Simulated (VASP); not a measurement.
The system is Cu3Se.

```
Se Cu
1.0
     3.68000    0.00000    0.00000
     0.00000    3.68000    0.00000
     0.00000    0.00000    3.68000
Se Cu
1 3
Direct
  0.00000 0.00000 0.00000
  0.00000 0.50000 0.50000
  0.50000 0.00000 0.50000
  0.50000 0.50000 0.00000
```

| Property | Result |
| --- | --- |
| Program | VASP 6.6.1 |
| Task | relaxation of cell and atoms |
| Functional | PBE |
| Potentials or basis | VASP PAW PBE potentials, release 64 (Se, Cu) |
| Cutoff | 600 eV |
| k mesh | 7 × 7 × 7 |
| Occupations | gaussian, width 0.05 eV |
| Spin | no spin polarisation |

At the start: pressure 14.7 GPa; volume 12.46 Å³/atom.

Problem. How do energy, volume and symmetry change on relaxing?

Solution. Over 3 steps the energy falls by 55.2 meV/atom and the volume is 13.79 Å³/atom (+10.7 %); space group Pm-3m (No. 221, to 0.1 Å) before and after.

The path:
```tsv
step	energy change (eV)	largest force (eV/Å)	pressure (GPa)	volume (Å³)
1	0.0000	0.0000	14.66	49.84
2	-0.1579	0.0000	-5.67	58.52
3	-0.2207	0.0000	0.01	55.17
```

Final structure:
```
CELL_PARAMETERS angstrom
3.80685 0.00000 0.00000
0.00000 3.80685 0.00000
0.00000 0.00000 3.80685
ATOMIC_POSITIONS crystal
Se 0.00000 0.00000 0.00000
Cu 0.00000 0.50000 0.50000
Cu 0.50000 0.00000 0.50000
Cu 0.50000 0.50000 0.00000
```
